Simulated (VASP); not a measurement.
Write the native input for VASP 6.6.1 that does the following.

```
Task                   : single point
Functional             : PBE
Potentials or basis    : VASP PAW PBE potentials, release 64 (Cd)
Cutoff                 : 520 eV
k mesh                 : 12 × 10 × 8
Occupations            : gaussian, width 0.15 eV
Spin                   : no spin polarisation
Dipole correction      : no
Further INCAR settings : ALGO = Fast; EDIFF = 1e-06; NBANDS = 19
```

The structure of Cd lies in POSCAR:

```
Cd
1.0
   -1.6214924377     -0.9200536552     -2.4379204376
   -1.6892823344      3.0005785386     -0.0490097412
    3.1617787464      1.9162249575     -2.4122064884
Cd
2
Direct
    0.5004337394      0.5003430629      0.4999707690
   -0.0004337394     -0.0003430629      0.0000292310
```

These files were run (other wordings do the same):

INCAR

```
SYSTEM = Cd
PREC = Accurate
ENCUT = 520
EDIFF = 1E-6
ISMEAR = 0
SIGMA = 0.15
LREAL = .FALSE.
LASPH = .TRUE.
NELM = 60
ALGO = Fast
ISIF = 2
LWAVE = .FALSE.
LCHARG = .TRUE.
GGA = PE
LELF = .TRUE.
LVHAR = .TRUE.
NBANDS = 19
```

KPOINTS

```
regular mesh
0
G
  12 10 8
  0 0 0
```

Potentials or basis: VASP PAW PBE potentials, release 64 (Cd).

The run is started by

```console
$ cat potpaw_PBE.64/Cd/POTCAR > POTCAR
$ mpirun -np 1 vasp_std > vasp.out
```

Results of the run:

```json
{
  "Pressure": "-0.1 GPa",
  "Band gap on the k mesh": "zero (bands 12 and 13 overlap by 3.93 eV)"
}
```

Wall time 5.8 min on 1 thread of Intel Xeon 8259CL, on a shared host, peak memory 0.43 GiB.
